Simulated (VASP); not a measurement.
Write the native input for VASP 6.6.1 that does the following.

| Item | Value |
| --- | --- |
| Task | relaxation of cell and atoms |
| Functional | LDA |
| Potentials or basis | VASP PAW LDA potentials, release 64 (Re) |
| Cutoff | 600 eV |
| k mesh | 9 × 9 × 5 |
| Occupations | fermi-dirac, width 0.1 eV |
| Spin | no spin polarisation |
| Target pressure | 60 GPa |
| Dipole correction | no |
| Further INCAR settings | ALGO = Normal; EDIFF = 1e-06; IBRION = 2; EDIFFG = -0.02; NSW = 60; ISIF = 3 |

The structure of Re lies in POSCAR:

```
Re
1.0
    2.7500000000      0.0000000000      0.0000000000
   -1.3750000000      2.3815698604      0.0000000000
    0.0000000000      0.0000000000      4.4907500000
Re
2
Direct
    0.3333333333      0.6666666667      0.2500000000
    0.6666666667      0.3333333333      0.7500000000
```

One way to write it, as run:

INCAR

```
PREC = Accurate
ENCUT = 600
EDIFF = 1E-6
ISMEAR = -1
SIGMA = 0.1
LREAL = F
LASPH = T
NELM = 100
ALGO = Normal
ISIF = 3
LWAVE = F
LCHARG = F
IBRION = 2
NSW = 60
EDIFFG = -0.02
PSTRESS = 600.0
```

KPOINTS

```
Automatic mesh
0
Gamma
  9 9 5
```

Potentials or basis: VASP PAW LDA potentials, release 64 (Re).

The run is started by

```bash
$ cat potpaw_LDA.64/Re/POTCAR > POTCAR
$ mpirun -np 1 vasp_std > vasp.out
```

Results of the run:

* Relaxed volume: 12.85 Å³/atom
* Relaxed cell: a = 2.643 Å, b = 2.643 Å, c = 4.251 Å, α = 90.00°, β = 90.00°, γ = 120.00°
* Space group after relaxing (to 0.05 Å): P6_3/mmc (No. 194)
* Energy change on relaxing (the enthalpy is what falls): +248.7 meV/atom
* Ionic steps: 8
* Pressure after relaxing: 60.0 GPa
* Band gap on the k mesh: zero (band 7 reaches 11.13 eV, above the bottom of band 8 at 7.71 eV)

Caveat: the cell is relaxed towards a set pressure, so the enthalpy falls and the energy may rise; spin-orbit coupling is left out, which moves the levels of the heavy elements.

Wall time 110 s on 1 thread of Intel(R) Xeon(R) Platinum 8124M CPU @ 3.00GHz (Skylake/Cascade Lake), on a shared host, peak memory 0.17 GiB.
